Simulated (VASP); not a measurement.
A run of VASP 6.6.1 is set up as follows.

Contents of INCAR:

```
SYSTEM = Rh2O
PREC = Accurate
ENCUT = 520
EDIFF = 1E-6
ISMEAR = 0
SIGMA = 0.1
LREAL = .False.
LASPH = .True.
NELM = 150
ALGO = Normal
ISIF = 2
LWAVE = .False.
LCHARG = .False.
ISPIN = 2
MAGMOM = 1 1 1 1 0 0
LORBIT = 11
LMAXMIX = 4
GGA = PE
NBANDS = 49
```

Contents of KPOINTS:

```
regular mesh
0
Gamma
  6 6 2
  0 0 0
```

Contents of POSCAR:

```
Rh2O
1.0
    2.6459066317      0.0000000000      0.0000000000
   -1.3229533158      2.2914223591      0.0000000000
    0.0000000000      0.0000000000     10.2914917917
Rh O
4 2
Direct
    0.3333333333      0.6666666667      0.6275000000
    0.6666666667      0.3333333333      0.1275000000
    0.3333333333      0.6666666667      0.8725000000
    0.6666666667      0.3333333333      0.3725000000
    0.3333333333      0.6666666667      0.2500000000
    0.6666666667      0.3333333333      0.7500000000
```

Potentials or basis: VASP PAW PBE potentials, release 64 (Rh_pv, O).

Run with:

```console
$ cat potpaw_PBE.64/Rh_pv/POTCAR potpaw_PBE.64/O/POTCAR > POTCAR
$ mpirun -np 1 vasp_std > vasp.out
```

What does it give for the largest force?

7.118 eV/Å.

Estimate the pressure.

80.6 GPa.

Predict the net moment.

0.01 μB per cell.

Forces in eV/Å, atoms in the order of the input:
```
Rh   0.000  0.000 -7.118
Rh   0.000  0.000 -7.118
Rh   0.000  0.000  7.118
Rh   0.000  0.000  7.118
O    0.000  0.000  0.000
O    0.000  0.000  0.000
```

Caveat: the k points lie up to 0.46 Å⁻¹ apart, too coarse for converged energies and pressures of a metal; forces of over 1 eV/Å act on the atoms, so gaps and moduli don't describe the material at rest.
